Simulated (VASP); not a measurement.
# Hf (C2/m) in VASP: notebook

Runs on Hf. Level: PBE. Tasks: single point.

Everything below comes from runs of VASP 6.6.1. Logs are shortened: lines on timing, memory, paths and dates and some standing lists are left out, and cuts for length are marked.

### 1 The cell of the first run

It takes space group C2/m (No. 12, monoclinic). The conventional cell has a = 5.271 Å, b = 3.081 Å, c = 3.259 Å, α = 90.00°, β = 121.60°, γ = 90.00°. Hf (site symmetry 2/m) has 12 Hf at 3.05 to 3.31 Å within 4.0 Å.

### 2 Single point, PBE (strained)

INCAR reads:

```
SYSTEM = Hf
  ALGO = Fast
  EDIFF = 1E-7
  ENCUT = 520
  GGA = PE
  ISIF = 2
  ISMEAR = 0
  LASPH = .True.
  LCHARG = .False.
  LREAL = .False.
  LWAVE = .False.
  NBANDS = 11
  NELM = 100
  PREC = Accurate
  SIGMA = 0.1
```

KPOINTS reads:

```
k-points
0
Gamma
  14 14 14
  0 0 0
```

POSCAR reads:

```
Hf
1.0
   -0.0275502000      2.1662538000      2.1509802000
    2.3010300000     -0.1776000000      2.3010300000
    2.1509802000      2.1662538000     -0.0275502000
Hf
1
Direct
    0.0000000000      0.0000000000      0.0000000000
```

Potentials or basis: VASP PAW PBE potentials, release 64 (Hf_pv).

The run is started by

```sh
> cat potpaw_PBE.64/Hf_pv/POTCAR > POTCAR
> mpirun -np 1 vasp_std > vasp.out
```

OUTCAR:

```text
SYSTEM = Hf
   EDIFF = 1E-7
   ENCUT = 520
   GGA = PE
   ISIF = 2
   ISMEAR = 0
   LASPH = .True.
   LREAL = .False.
   NELM = 100
   PREC = Accurate

 ion  position               nearest neighbor table
   1  0.000  0.000  0.000-

  LATTYP: Found a base centered monoclinic cell.
 ALAT       =     5.2714829065
 B/A-ratio  =     0.5844479234
 C/A-ratio  =     0.6182303312
 COS(beta)  =    -0.5240307988

  Lattice vectors:

 A1 = (  -2.1509802000,  -2.1662538000,   0.0275502000)
 A2 = (   0.0275502000,  -2.1662538000,  -2.1509802000)
 A3 = (   2.3010300000,  -0.1776000000,   2.3010300000)

Analysis of symmetry for initial positions (statically):
=====================================================================
 Subroutine PRICEL returns:
 Original cell was already a primitive cell.

 Routine SETGRP: Setting up the symmetry group for a
 base centered monoclinic supercell.

 Subroutine GETGRP returns: Found  4 space group operations
 (whereof  4 operations were pure point group operations)
 out of a pool of  4 trial point group operations.

The static configuration has the point symmetry C_2h.

Analysis of symmetry for dynamics (positions and initial velocities):
=====================================================================
 Subroutine PRICEL returns:
 Original cell was already a primitive cell.

 Routine SETGRP: Setting up the symmetry group for a
 base centered monoclinic supercell.

 Subroutine GETGRP returns: Found  4 space group operations
 (whereof  4 operations were pure point group operations)
 out of a pool of  4 trial point group operations.

The dynamic configuration has the point symmetry C_2h.

 Subroutine INISYM returns: Found  4 space group operations
 (whereof  4 operations are pure point group operations),
 and found     1 'primitive' translations

----------------------------------------------------------------------------------------

                                     Primitive cell

  volume of cell :      22.5398

  direct lattice vectors                    reciprocal lattice vectors
    -0.027550200  2.166253800  2.150980200    -0.220929783  0.222400146  0.238095255
     2.301030000 -0.177600000  2.301030000     0.209373698 -0.205234674  0.209373698
     2.150980200  2.166253800 -0.027550200     0.238095255  0.222400146 -0.220929783

  length of vectors
     3.052888855  3.258990623  3.052888855     0.393651044  0.360272067  0.393651044

  position of ions in fractional coordinates (direct lattice)
     0.000000000  0.000000000  0.000000000

  ion indices of the primitive-cell ions
   primitive index   ion index
                 1           1

----------------------------------------------------------------------------------------

 KPOINTS: k-points

Automatic generation of k-mesh.
 Grid dimensions read from file:
 generate k-points for:   14   14   14

 Generating k-lattice:

  Cartesian coordinates                     Fractional coordinates (reciprocal lattice)
    -0.015780699  0.015885725  0.017006804     0.071428571  0.000000000 -0.000000000
     0.014955264 -0.014659620  0.014955264     0.000000000  0.071428571 -0.000000000
     0.017006804  0.015885725 -0.015780699    -0.000000000  0.000000000  0.071428571

  Length of vectors
     0.028117932  0.025733719  0.028117932

  Shift w.r.t. Gamma in fractional coordinates (k-lattice)
     0.000000000  0.000000000  0.000000000

 Subroutine IBZKPT returns following result:
 ===========================================

 Found    744 irreducible k-points:

 Following reciprocal coordinates:
            Coordinates               Weight
  0.000000  0.000000  0.000000      1.000000
  0.071429 -0.000000  0.000000      4.000000
  0.142857  0.000000  0.000000      4.000000
  0.214286  0.000000  0.000000      4.000000
  0.285714 -0.000000 -0.000000      4.000000
  0.357143  0.000000 -0.000000      4.000000
[... 16 lines left out ...]
 -0.000000  0.142857 -0.000000      2.000000
  0.071429  0.142857 -0.000000      4.000000
 [... further k-points ...]
   k-points           NKPTS =    744   k-points in BZ     NKDIM =    744   number of bands    NBANDS=     11
   number of dos      NEDOS =    301   number of ions     NIONS =      1
   total plane-waves  NPLWV =  13824
   dimension x,y,z NGX =    24 NGY =   24 NGZ =   24
   dimension x,y,z NGXF=    48 NGYF=   48 NGZF=   48
   ions per type =               1
   NGX,Y,Z   is equivalent  to a cutoff of  13.07, 12.24, 13.07 a.u.
   NGXF,Y,Z  is equivalent  to a cutoff of  26.14, 24.49, 26.14 a.u.
 SYSTEM =  Hf
   PREC   = accura    normal or accurate (medium, high low for compatibility)
   ISTART =      0    job   : 0-new  1-cont  2-samecut
   ICHARG =      2    charge: 1-file 2-atom 10-const
   ISPIN  =      1    spin polarized calculation?
   LNONCOLLINEAR =      F non collinear calculations
   LSORBIT =      F    spin-orbit coupling
   LASPH  =      T    aspherical Exc in radial PAW
   ENCUT  =  520.0 eV  38.22 Ry    6.18 a.u.   5.68  6.06  5.68*2*pi/ulx,y,z
   NELM   =    100;   NELMIN=  2; NELMDL= -5     # of ELM steps
   EDIFF  = 0.1E-06   stopping-criterion for ELM
   LREAL  =      F    real-space projection
   EDIFFG = 0.1E-05   stopping-criterion for IOM
   NSW    =      0    number of steps for IOM
   IBRION =     -1    ionic relax: 0-MD 1-quasi-New 2-CG
   NFREE  =      0    steps in history (QN), initial steepest desc. (CG)
   ISIF   =      2    stress and relaxation
   ISYM   =      2    0-nonsym 1-usesym 2-fastsym
   POTIM  = 0.5000    time-step for ionic-motion
   TEBEG  =    0.0;   TEEND  =   0.0 temperature during run
   PSTRESS=    0.0 pullay stress
   NELECT =      10.0000    total number of electrons
   NUPDOWN=      -1.0000    fix difference up-down
   EMIN   =  10.00;   EMAX   =-10.00  energy-range for DOS
   EFERMI =   0.00;   METHOD = LEGACY
   ISMEAR =     0;   SIGMA  =   0.10  broadening in eV -4-tet -1-fermi 0-gaus
   EFERMI_NEDOS =   21; number of points for ismear=-14 and -15
   IALGO  =     68    algorithm
   IMIX   =      4    mixing-type and parameters
     AMIX     =   0.40;   BMIX     =  1.00
     AMIX_MAG =   1.60;   BMIX_MAG =  1.00
  volume/ion in A,a.u.               =      22.54       152.11
  Fermi-wavevector in a.u.,A,eV,Ry     =   1.248604  2.359519 21.211629  1.559011
  Thomas-Fermi vector in A             =   2.382682
   LORBIT       =      0    0 simple, 1 ext, 2 COOP (PROOUT), +10 PAW based schemes
   GGA     = PE    functional components
   LHFCALC =     F    Hartree Fock is set to
   AEXX    =    0.0000 exact exchange contribution
   IVDW    =     0    specifies the selected vdW correction
   LEPSILON=     F    determine dielectric tensor
   LRPA    =     F    only Hartree local field effects (RPA)
 non-spin polarized calculation
 RMM-DIIS sequential band-by-band and
 Gauss-broadening in eV      SIGMA  =   0.10
  energy-cutoff  :      520.00
  volume of cell :       22.54
 maximum number of plane-waves:       620
   NGX = 11   NGY = 13   NGZ = 11

 number of electron      10.0000002 magnetization

 Free energy of the ion-electron system (eV)
  ---------------------------------------------------
  ext. energy  EPLUGINS =         0.00000000
  ---------------------------------------------------
  free energy    TOTEN  =        -9.79062076 eV

  energy without entropy =       -9.78308418  energy(sigma->0) =       -9.78685247

 E-fermi :   4.7113     XC(G=0): -11.2415

 val. band max:        4.7086793338   @ k =  -0.0000   0.1429  -0.0000
 cond. band min:       4.7123559272   @ k =  -0.1429   0.0714   0.1429
 fundamental gap:      0.0036765933
 Fermi energy:         4.7113339008

 k-point     1 :       0.0000    0.0000    0.0000
  band No.  band energies     occupation
      1     -25.4590      2.00000
      2     -25.2825      2.00000
      3     -25.2629      2.00000
      4      -2.4863      2.00000
      5       5.0555      0.00000
      6       6.3460      0.00000
      7       6.6296      0.00000
      8       8.9903      0.00000
      9       9.0960      0.00000
     10      15.8209      0.00000
     11      18.9682      0.00000

 k-point     2 :       0.0714   -0.0000    0.0000
  band No.  band energies     occupation
      1     -25.4632      2.00000
      2     -25.3253      2.00000
      3     -25.2752      2.00000
      4      -2.3004      2.00000
      5       5.1386      0.00000
      6       6.1904      0.00000
      7       6.7195      0.00000
      8       8.8564      0.00000
      9       8.9476      0.00000
     10      16.2515      0.00000
     11      19.1809      0.00000

 k-point     3 :       0.1429    0.0000    0.0000
  band No.  band energies     occupation
      1     -25.4951      2.00000
      2     -25.4329      2.00000
      3     -25.2998      2.00000
      4      -1.7693      2.00000
      5       5.3161      0.00000
      6       5.7583      0.00000
      7       7.0521      0.00000
      8       8.5242      0.00000
      9       8.6932      0.00000
     10      17.0805      0.00000
     11      18.6392      0.00000

 k-point     4 :       0.2143    0.0000    0.0000
  band No.  band energies     occupation
      1     -25.6590      2.00000
      2     -25.4669      2.00000
      3     -25.3338      2.00000
      4      -0.9782      2.00000
      5       5.1200      0.00000
      6       5.6098      0.00000
      7       7.3363      0.00000
      8       8.3437      0.00000
      9       8.7045      0.00000
     10      16.4999      0.00000
     11      19.2436      0.00000
[... 239 lines left out ...]
 k-point    22 :      -0.0714    0.0714    0.0000
  band No.  band energies     occupation
      1     -25.5143      2.00000
      2     -25.3308      2.00000
      3     -25.2763      2.00000
      4      -2.0612      2.00000
      5       4.9346      0.00159
      6       6.2581      0.00000
      7       6.7788      0.00000
      8       8.7277      0.00000
      9       9.0946      0.00000
     10      16.6150      0.00000
     11      18.4142      0.00000

 k-point    23 :      -0.0000    0.1429   -0.0000
  band No.  band energies     occupation
      1     -25.5768      2.00000
      2     -25.2921      2.00000
      3     -25.2750      2.00000
      4      -1.9129      2.00000
      5       4.7087      1.02995
      6       6.4214      0.00000
      7       6.6987      0.00000
      8       9.0277      0.00000
      9       9.0779      0.00000
     10      16.7094      0.00000
     11      17.5730      0.00000

 k-point    24 :       0.0714    0.1429   -0.0000
  band No.  band energies     occupation
      1     -25.5455      2.00000
      2     -25.3225      2.00000
      3     -25.2907      2.00000
      4      -1.9107      2.00000
      5       4.8402      0.06835
      6       6.3301      0.00000
      7       6.7733      0.00000
      8       8.5277      0.00000
      9       9.2568      0.00000
     10      16.8791      0.00000
     11      18.2159      0.00000

 [... further k-points ...]
[... 5 lines left out ...]
  --------------------------------------------------------------------------------------
  -------------------------------------------------------------------------------------
  Total       -0.0135839      0.0012801     -0.0135839      0.6580546      0.6580546     -0.4412325
  in kB       -0.9655726      0.0909891     -0.9655726     46.7758460     46.7758483    -31.3636981
  external PRESSURE =      -0.6133854 kB  Pullay stress =       0.0000000 kB

 VOLUME and BASIS-vectors are now :
 -----------------------------------------------------------------------------
  energy-cutoff  :      520.00
  volume of cell :       22.54
      direct lattice vectors                 reciprocal lattice vectors
    -0.027550200  2.166253800  2.150980200    -0.220929783  0.222400146  0.238095255
     2.301030000 -0.177600000  2.301030000     0.209373698 -0.205234674  0.209373698
     2.150980200  2.166253800 -0.027550200     0.238095255  0.222400146 -0.220929783

 POSITION                                       TOTAL-FORCE (eV/Angst)
 -----------------------------------------------------------------------------------
      0.00000      0.00000      0.00000         0.000000      0.000000     -0.000000
 -----------------------------------------------------------------------------------
    total drift:                                0.000000      0.000000      0.000000

  FREE ENERGIE OF THE ION-ELECTRON SYSTEM (eV)
  ---------------------------------------------------
  free  energy   TOTEN  =        -9.7906207556 eV

  energy  without entropy=       -9.7830841844  energy(sigma->0) =       -9.78685247
```

Wall time 1.7 min (1 thread of Intel Xeon Platinum 8488C (Sapphire Rapids), shared host); peak memory 0.29 GiB.

Results:

```yaml
Free_energy: -9.7906 eV
Pressure: -0.1 GPa
Band_gap_on_the_k_mesh: zero (band 5 reaches 5.44 eV, above the bottom of band 6 at 4.18 eV)
```

Caveat: the cell differs from its parent crystal (strained); spin-orbit coupling is left out, which moves the levels of the heavy elements.

### 3 Single point, PBE (strained)

INCAR reads:

```
SYSTEM = Hf
PREC = Accurate
ENCUT = 520
EDIFF = 1E-6
ISMEAR = 0
SIGMA = 0.1
LREAL = .False.
LASPH = .True.
NELM = 60
ALGO = Fast
ISIF = 2
LWAVE = .False.
LCHARG = .False.
GGA = PE
NBANDS = 11
```

KPOINTS reads:

```
Automatic mesh
0
Gamma
  14 14 14
  0 0 0
```

POSCAR reads:

```
Hf
1.0
   -0.0525474000      2.3823930000      2.3539770000
    2.2047930000      0.1250526000      2.1763770000
    2.3298456000      2.3298456000      0.0000000000
Hf
1
Direct
    0.0000000000      0.0000000000      0.0000000000
```

Potentials or basis: VASP PAW PBE potentials, release 64 (Hf_pv).

The run is started by

```sh
> cat potpaw_PBE.64/Hf_pv/POTCAR > POTCAR
> mpirun -np 1 vasp_std > vasp.out
```

It took 3.2 min on 1 thread of Intel Xeon Platinum 8488C (Sapphire Rapids), shared host; peak memory 0.31 GiB.

Results (log left out):

```
Free energy            : -9.7746 eV
Pressure               : -4.8 GPa
Band gap on the k mesh : zero (band 5 reaches 5.42 eV, above the bottom of band 6 at 3.82 eV)
```

Stress tensor (GPa, compression positive):
```
-5.15 -2.06  4.67
-2.06 -5.15 -4.67
 4.67 -4.67 -4.08
```

Levels at points of the mesh, in eV from the Fermi level:
```tsv
k point	band 2	band 3	band 4	band 5	band 6	band 7	band 8	band 9
(0.00, 0.00, 0.00)	-30.25	-30.17	-7.01	0.66	0.91	2.34	3.99	4.16
(0.50, 0.00, 0.00)	-30.30	-30.25	-3.69	-0.03	0.63	2.12	5.36	5.90
(0.00, 0.50, 0.00)	-30.43	-30.42	-3.21	0.66	1.00	1.17	5.92	6.47
(0.50, 0.50, 0.00)	-30.54	-30.45	-2.99	-1.96	2.41	5.51	6.11	6.86
(0.00, 0.00, 0.50)	-30.35	-30.29	-3.52	0.30	0.48	2.04	5.20	6.00
(0.50, 0.00, 0.50)	-30.56	-30.39	-3.03	-1.96	2.19	5.71	6.27	6.66
```

Caveat: the cell differs from its parent crystal (strained); spin-orbit coupling is left out, which moves the levels of the heavy elements.
